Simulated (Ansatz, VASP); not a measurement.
# One calculation of W, two programs

```xyz
1
Lattice="-1.5922 1.5922 1.5922 1.5922 -1.5922 1.5922 1.5922 1.5922 -1.5922" Properties=species:S:1:pos:R:3 pbc="T T T"
W     0.0000    0.0000    0.0000
```

Alike in both runs: functional PBE; k mesh 14 × 14 × 14; occupations fermi-dirac, width 0.1 eV; no spin polarisation.

Ansatz relaxed the structure, and its values are those at the end. VASP's run is a single point on that final structure, the one shown.

|  | VASP | Ansatz |
| --- | --- | --- |
| version | VASP 6.6.1 | Ansatz 0.2.0 |
| potentials or method | VASP PAW PBE potentials, release 64 (W_sv), cutoff 520 eV | plane waves (420 eV) with PAW, scalar-relativistic |
| valence electrons in the cell | 14 | 14 |

|  | VASP | Ansatz | Ansatz less VASP |
| --- | --- | --- | --- |
| pressure (GPa) | 0.5 | 0.0 | -0.50 |

Neither program's run includes spin-orbit coupling.
